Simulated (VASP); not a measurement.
CoO:

```
Co O
1.0
     1.59147    0.91883    2.54925
    -1.59147    0.91883    2.54925
     0.00000   -1.83767    2.54925
Co O
1 1
Direct
  0.99898 0.99898 0.99898
  0.75102 0.75102 0.75102
```

Base run:

| Quantity | Value |
| --- | --- |
| Program | VASP 6.6.1 |
| Functional | PBEsol |
| Potentials or basis | VASP PAW PBE potentials, release 64 (Co_sv, O) |
| Cutoff | 600 eV |
| k mesh | 10 × 10 × 10 |
| Occupations | fermi-dirac, width 0.05 eV |
| Spin | collinear spin, ferromagnetic start |
| Starting moments | [2.0, 0.0] μB |

Its results: pressure -8.1 GPa; net moment 2.69 μB per cell; site moments Co +2.26; O +0.29 μB; largest force 0.230 eV/Å.

Question: The run is repeated on the same cell with these changes: potentials or basis from VASP PAW PBE potentials, release 64 (Co_sv, O) to VASP PAW PBE potentials, release 64 (Co, O); cutoff from 600 eV to 520 eV; further incar settings from ALGO = Normal; EDIFF = 1e-06; NBANDS = 22 to ALGO = Normal; EDIFF = 1e-06; NBANDS = 18; valence electrons from 23 to 15. What comes out?

Answer: Pressure -6.1 GPa; net moment 2.66 μB per cell; site moments Co +2.30; O +0.29 μB; largest force 0.235 eV/Å.

Caveats: the cell stands under tension; the PAW data sets were made with another functional, which shifts forces and pressure a little; a cell with one magnetic atom can't hold antiferromagnetic order, which such compounds often take.
